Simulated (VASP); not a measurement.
Set up this calculation in VASP 6.6.1, as the native input.

```
Task                   : electric field gradients
Functional             : PBE
Potentials or basis    : VASP PAW PBE potentials, release 64 (Ti_sv)
Cutoff                 : 520 eV
k mesh                 : 14 × 14 × 14
Occupations            : fermi-dirac, width 0.05 eV
Spin                   : no spin polarisation
Dipole correction      : no
Further INCAR settings : ALGO = Normal; EDIFF = 1e-08; NBANDS = 12
```

The structure of Ti lies in POSCAR:

```
Ti
1.0
   -1.6075008044      1.6075008044      1.6075008044
    1.6075008044     -1.6075008044      1.6075008044
    1.6075008044      1.6075008044     -1.6075008044
Ti
1
Direct
    0.0000000000      0.0000000000      0.0000000000
```

This cell differs from its parent crystal: volume scaled by 0.94.

One way to write it, as run:

INCAR

```
  PREC = Accurate
  ENCUT = 520
  EDIFF = 1E-8
  ISMEAR = -1
  SIGMA = 0.05
  LREAL = F
  LASPH = T
  NELM = 80
  ALGO = Normal
  ISIF = 2
  LWAVE = F
  LCHARG = F
  GGA = PE
  LEFG = T
  NBANDS = 12
```

KPOINTS

```
Automatic mesh
0
Gamma
  14 14 14
```

Potentials or basis: VASP PAW PBE potentials, release 64 (Ti_sv).

Run with:

```sh
$ cat potpaw_PBE.64/Ti_sv/POTCAR > POTCAR
$ mpirun -np 1 vasp_std > vasp.out
```

It gave:

| Quantity | Value |
| --- | --- |
| Pressure | 4.0 GPa |
| Band gap on the k mesh | zero (band 6 reaches 9.58 eV, above the bottom of band 7 at 7.87 eV) |

Caveat: without QUAD_EFG the Cq values of the log hold for a quadrupole moment of 1 mb, not for the nuclei.

Wall time 34 s on 1 thread of Intel Xeon 8259CL (shared host), peak memory 0.15 GiB.
